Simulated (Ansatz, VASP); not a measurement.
## Two plane-wave programs on Li2ICl

File POSCAR:

```
Li2ICl
1.0
    3.8518742662      0.0000000000      0.0000000000
    0.0000000000      3.8518742662      0.0000000000
    0.0000000000      0.0000000000      5.5745160128
Cl Li I
1 2 1
Direct
    0.0000000000      0.0000000000      0.0000000000
    0.0000000000      0.0000000000      0.5000000000
    0.5000000000      0.5000000000      0.0000000000
    0.5000000000      0.5000000000      0.5000000000
```

Contents of INCAR.step1:

```
SYSTEM = Li2ICl
PREC     = Accurate       ! precision mode
ENCUT    = 520            ! plane-wave cutoff, eV
EDIFF    = 1E-5           ! SCF threshold, eV
ISMEAR   = 0              ! smearing method
SIGMA    = 0.01           ! smearing width, eV
LREAL    = .False.        ! projectors in reciprocal space
LASPH    = .True.         ! aspherical terms in the spheres
NELM     = 100            ! most SCF steps
ALGO     = Normal         ! electronic algorithm
ISIF     = 2              ! what is computed and relaxed
LWAVE    = .True.         ! write WAVECAR
LCHARG   = .False.        ! write CHGCAR
GGA      = PE             ! functional
NBANDS   = 18             ! bands
```

The input INCAR.step2:

```
SYSTEM = Li2ICl
PREC     = Accurate       ! precision mode
ENCUT    = 520            ! plane-wave cutoff, eV
EDIFF    = 1E-6           ! SCF threshold, eV
ISMEAR   = 0              ! smearing method
SIGMA    = 0.01           ! smearing width, eV
LREAL    = .False.        ! projectors in reciprocal space
LASPH    = .True.         ! aspherical terms in the spheres
NELM     = 100            ! most SCF steps
ALGO     = Normal         ! electronic algorithm
ISIF     = 2              ! what is computed and relaxed
LWAVE    = .False.        ! write WAVECAR
LCHARG   = .False.        ! write CHGCAR
GGA      = PE             ! functional
LHFCALC  = .True.         ! exact exchange
HFSCREEN = 0.2079         ! screening, 1/A
PRECFOCK = Normal       
ISTART   = 1            
NBANDS   = 18             ! bands
```

File KPOINTS:

```
regular mesh
0
Gamma
  4 4 4
  0 0 0
```

Input for Ansatz:

```yaml
crystal:
  lattice:
    - [3.8518742662, 0.0, 0.0]
    - [0.0, 3.8518742662, 0.0]
    - [0.0, 0.0, 5.5745160128]
  atoms:
    - { symbol: Cl, position: [0.0, 0.0, 0.0] }
    - { symbol: Li, position: [0.0, 0.0, 0.5] }
    - { symbol: I, position: [0.5, 0.5, 0.5] }
    - { symbol: Li, position: [0.5, 0.5, 0.0] }
kpoints:
  mp_grid: { grid: [4, 4, 4] }
  band_path:
    path:
      - [0.0, 0.0, 0.0]
      - [0.0, 0.5, 0.0]
      - [0.5, 0.5, 0.0]
      - [0.0, 0.0, 0.5]
      - [0.0, 0.5, 0.5]
      - [0.5, 0.5, 0.5]
    npoints: 1
hamiltonian:
  xc: hse06
scf:
  occupations: { method: fixed }
  n_extra_bands: 5
output:
  forces: true
  stress: true
  eigenvalues: true
```

Change from the starting cell: biaxial_xy strain -4.2%.

Alike in both runs: task single point; functional HSE06; k mesh 4 × 4 × 4; no spin polarisation.

```csv
,VASP,Ansatz
version,VASP 6.6.1,Ansatz 0.2.0
potentials or method,"VASP PAW PBE potentials, release 64 (Cl, Li_sv, I)","plane waves, PAW"
plane-wave cutoff (eV),520,420
occupations,"gaussian, width 0.01 eV",fixed
valence electrons in the cell,20,30
```

```csv
,VASP,Ansatz,Ansatz less VASP
gap on the k mesh at the Fermi level (eV),5.40,5.40,-0.002
```

VASP's potentials hold 20 valence electrons a cell and Ansatz's 30, so a difference there can come from the potentials and not from the codes. Ansatz's warnings: stress exchange threshold loose, stress scf threshold loose.

Neither program's run includes spin-orbit coupling. Noted on VASP's run: the cutoff is short for stress, so the pressure is rough.
